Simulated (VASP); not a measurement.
# HfF2 (I4/mmm) in VASP: relaxation of cell and atoms with PBE

Aim: the relaxation of cell and atoms of HfF2 with PBE.

Program: VASP 6.6.1. These are calculated values, not measurements. Logs are shortened: lines on timing, memory, paths and dates and some standing lists are left out, and cuts for length are marked.

## 1. The cell of the first run

The structure is tetragonal, space group I4/mmm (No. 139). Conventional cell: a = 4.019 Å, b = 4.019 Å, c = 4.781 Å, α = 90.00°, β = 90.00°, γ = 90.00°. Within 3.1 Å of Hf (site symmetry 4/mmm) lie 8 F at 2.34 Å. F (site symmetry -4m2) has 4 Hf at 2.34 Å and 6 F at 2.39 to 2.84 Å within 3.1 Å.

## 2. Relaxation of cell and atoms, PBE

Contents of INCAR:

```
  PREC = Accurate
  ENCUT = 600
  EDIFF = 1E-6
  ISMEAR = 0
  SIGMA = 0.1
  LREAL = F
  LASPH = T
  NELM = 100
  ALGO = Normal
  ISIF = 3
  LWAVE = F
  LCHARG = F
  GGA = PE
  IBRION = 2
  NSW = 100
  EDIFFG = -0.01
```

Contents of KPOINTS:

```
Automatic mesh
0
Gamma
  16 16 16
```

Contents of POSCAR:

```
HfF2
1.0
   -2.0093292252      2.0093292252      2.3903304846
    2.0093292252     -2.0093292252      2.3903304846
    2.0093292252      2.0093292252     -2.3903304846
Hf F
1 2
Direct
    0.0000000000      0.0000000000      0.0000000000
    0.7500000000      0.2500000000      0.5000000000
    0.2500000000      0.7500000000      0.5000000000
```

Potentials or basis: VASP PAW PBE potentials, release 64 (Hf_pv, F).

Run with:

```sh
$ cat potpaw_PBE.64/Hf_pv/POTCAR potpaw_PBE.64/F/POTCAR > POTCAR
$ mpirun -np 1 vasp_std > vasp.out
```

OUTCAR:

```text
PREC = Accurate
   ENCUT = 600
   EDIFF = 1E-6
   ISMEAR = 0
   LREAL = F
   LASPH = T
   NELM = 100
   ISIF = 3
   GGA = PE
   IBRION = 2
   NSW = 100
   EDIFFG = -0.01

 ion  position               nearest neighbor table
   1  0.000  0.000  0.000-   2 2.34   3 2.34   2 2.34   3 2.34   2 2.34   3 2.34   2 2.34   3 2.34

   2  0.750  0.250  0.500-   1 2.34   1 2.34   1 2.34   1 2.34
   3  0.250  0.750  0.500-   1 2.34   1 2.34   1 2.34   1 2.34

  LATTYP: Found a body centered tetragonal cell.
 ALAT       =     4.0186584504
 C/A-ratio  =     1.1896161438

  Lattice vectors:

 A1 = (  -2.0093292252,   2.0093292252,   2.3903304846)
 A2 = (   2.0093292252,  -2.0093292252,   2.3903304846)
 A3 = (   2.0093292252,   2.0093292252,  -2.3903304846)

Analysis of symmetry for initial positions (statically):
=====================================================================
 Subroutine PRICEL returns:
 Original cell was already a primitive cell.

 Routine SETGRP: Setting up the symmetry group for a
 body centered tetragonal supercell.

 Subroutine GETGRP returns: Found 16 space group operations
 (whereof 16 operations were pure point group operations)
 out of a pool of 16 trial point group operations.

The static configuration has the point symmetry D_4h.

Analysis of symmetry for dynamics (positions and initial velocities):
=====================================================================
 Subroutine PRICEL returns:
 Original cell was already a primitive cell.

 Routine SETGRP: Setting up the symmetry group for a
 body centered tetragonal supercell.

 Subroutine GETGRP returns: Found 16 space group operations
 (whereof 16 operations were pure point group operations)
 out of a pool of 16 trial point group operations.

The dynamic configuration has the point symmetry D_4h.

 Subroutine INISYM returns: Found 16 space group operations
 (whereof 16 operations are pure point group operations),
 and found     1 'primitive' translations

----------------------------------------------------------------------------------------

                                     Primitive cell

  volume of cell :      38.6029

  direct lattice vectors                    reciprocal lattice vectors
    -2.009329225  2.009329225  2.390330485     0.000000000  0.248839261  0.209176096
     2.009329225 -2.009329225  2.390330485     0.248839261  0.000000000  0.209176096
     2.009329225  2.009329225 -2.390330485     0.248839261  0.248839261  0.000000000

  length of vectors
     3.713285297  3.713285297  3.713285297     0.325077863  0.325077863  0.351911858
[... 97 lines left out ...]
   EFERMI =   0.00;   METHOD = LEGACY
   ISMEAR =     0;   SIGMA  =   0.10  broadening in eV -4-tet -1-fermi 0-gaus
   EFERMI_NEDOS =   21; number of points for ismear=-14 and -15
   IALGO  =     38    algorithm
   IMIX   =      4    mixing-type and parameters
     AMIX     =   0.40;   BMIX     =  1.00
     AMIX_MAG =   1.60;   BMIX_MAG =  1.00
  volume/ion in A,a.u.               =      12.87        86.84
  Fermi-wavevector in a.u.,A,eV,Ry     =   1.397243  2.640406 26.562481  1.952287
  Thomas-Fermi vector in A             =   2.520518
   LORBIT       =      0    0 simple, 1 ext, 2 COOP (PROOUT), +10 PAW based schemes
   GGA     = PE    functional components
   LHFCALC =     F    Hartree Fock is set to
   AEXX    =    0.0000 exact exchange contribution
   IVDW    =     0    specifies the selected vdW correction
   LEPSILON=     F    determine dielectric tensor
   LRPA    =     F    only Hartree local field effects (RPA)
 conjugate gradient relaxation of ions
 non-spin polarized calculation
 Gauss-broadening in eV      SIGMA  =   0.10
  energy-cutoff  :      600.00
  volume of cell :       38.60
 maximum number of plane-waves:      1312
 NGX is ok and might be reduce to    30
   NGX = 15   NGY = 15   NGZ = 15

--------------------------------------- Ionic step        1  -------------------------------------------

 number of electron      24.0000000 magnetization

 Free energy of the ion-electron system (eV)
  ---------------------------------------------------
  ext. energy  EPLUGINS =         0.00000000
  ---------------------------------------------------
  free energy    TOTEN  =       -19.93328411 eV

  energy without entropy =      -19.92404751  energy(sigma->0) =      -19.92866581

------------------------ aborting loop because EDIFF is reached ----------------------------------------

  FORCE on cell =-STRESS in cart. coord.  units (eV):
  Direction    XX          YY          ZZ          XY          YZ          ZX
  --------------------------------------------------------------------------------------
  -------------------------------------------------------------------------------------
  Total       -0.7274364     -0.7274364     -0.3676086      0.0000000     -0.0000000      0.0000000
  in kB      -30.1915555    -30.1915555    -15.2572445      0.0000000     -0.0000000      0.0000000
  external PRESSURE =     -25.2134518 kB  Pullay stress =       0.0000000 kB
[... 172 lines left out ...]
--------------------------------------- Ionic step        6  -------------------------------------------

 number of electron      24.0000010 magnetization

 Free energy of the ion-electron system (eV)
  ---------------------------------------------------
  ext. energy  EPLUGINS =         0.00000000
  ---------------------------------------------------
  free energy    TOTEN  =       -19.94076011 eV

  energy without entropy =      -19.93200913  energy(sigma->0) =      -19.93638462

 E-fermi :   6.8636     XC(G=0): -11.1782

 val. band max:        6.8623757003   @ k =   0.2500   0.2500   0.0625
 cond. band min:       6.8718399905   @ k =  -0.3125   0.1875   0.0000
 fundamental gap:      0.0094642902
 Fermi energy:         6.8635763341

 k-point     1 :       0.0000    0.0000    0.0000
  band No.  band energies     occupation
      1     -26.4542      2.00000
      2     -26.4542      2.00000
      3     -26.3015      2.00000
      4     -21.5126      2.00000
      5     -20.2649      2.00000
      6      -4.1621      2.00000
[... 433 lines left out ...]
      3     -26.3045      2.00000
      4     -21.4766      2.00000
      5     -20.2759      2.00000
      6      -4.1476      2.00000
[... 8 lines left out ...]
     15       9.8482      0.00000
     16       9.9064      0.00000

 [... further k-points ...]

------------------------ aborting loop because EDIFF is reached ----------------------------------------

  FORCE on cell =-STRESS in cart. coord.  units (eV):
  Direction    XX          YY          ZZ          XY          YZ          ZX
  --------------------------------------------------------------------------------------
  -------------------------------------------------------------------------------------
  Total        0.0151310      0.0151310      0.0114625      0.0000000     -0.0000000      0.0000000
  in kB        0.6417211      0.6417211      0.4861363      0.0000000     -0.0000000      0.0000000
  external PRESSURE =       0.5898595 kB  Pullay stress =       0.0000000 kB
[... 18 lines left out ...]
  FREE ENERGIE OF THE ION-ELECTRON SYSTEM (eV)
  ---------------------------------------------------
  free  energy   TOTEN  =       -19.9407601059 eV

  energy  without entropy=      -19.9320091251  energy(sigma->0) =      -19.93638462

 reached required accuracy - stopping structural energy minimisation
```

CONTCAR:

```text
HfF2
   1.00000000000000
    -1.9893672053013900    1.9893672053013900    2.3863923291251079
     1.9893672053013900   -1.9893672053013900    2.3863923291251079
     1.9893672053013900    1.9893672053013900   -2.3863923291251079
  Hf              F
     1     2
Direct
     0.0000000000000000    0.0000000000000000    0.0000000000000000
     0.7500000000000000    0.2500000000000000    0.5000000000000000
     0.2500000000000000    0.7500000000000000    0.5000000000000000

  0.00000000E+00  0.00000000E+00  0.00000000E+00
  0.00000000E+00  0.00000000E+00  0.00000000E+00
  0.00000000E+00  0.00000000E+00  0.00000000E+00
```

Run time: 5.7 min. Hardware: 1 thread of Intel Xeon 6975P-C (Granite Rapids), shared host; peak memory 0.38 GiB.

Results:

```yaml
Free_energy: -19.9408 eV
Relaxed_volume: 12.59 Å³/atom
Relaxed_cell: a = 3.689 Å, b = 3.689 Å, c = 3.689 Å, α = 114.74°, β = 114.74°, γ = 99.39°
Space_group_after_relaxing_to_0.1_Å: I4/mmm (No. 139)
Energy_gained_by_relaxing: 2.5 meV/atom
Ionic_steps: 6
Pressure_after_relaxing: 0.1 GPa
Band_gap_on_the_k_mesh: zero (bands 12 and 13 overlap by 1.13 eV)
```

The path:
| step | energy change (eV) | largest force (eV/Å) | pressure (GPa) | volume (Å³) |
| --- | --- | --- | --- | --- |
| 1 | 0.0000 | 0.0000 | -2.52 | 38.60 |
| 2 | -0.0065 | 0.0000 | 1.00 | 37.48 |
| 3 | -0.0073 | 0.0000 | 0.06 | 37.76 |
| 4 | -0.0073 | 0.0000 | 0.13 | 37.74 |
| 5 | -0.0074 | 0.0000 | 0.09 | 37.76 |
| 6 | -0.0075 | 0.0000 | 0.06 | 37.78 |

Final structure:
```yaml
crystal:
  lattice:
    - [-1.98937, 1.98937, 2.38639]
    - [1.98937, -1.98937, 2.38639]
    - [1.98937, 1.98937, -2.38639]
  atoms:
    - { symbol: Hf, position: [0.00000, 0.00000, 0.00000] }
    - { symbol: F, position: [0.75000, 0.25000, 0.50000] }
    - { symbol: F, position: [0.25000, 0.75000, 0.50000] }
```

Caveat: spin-orbit coupling is left out, which moves the levels of the heavy elements.
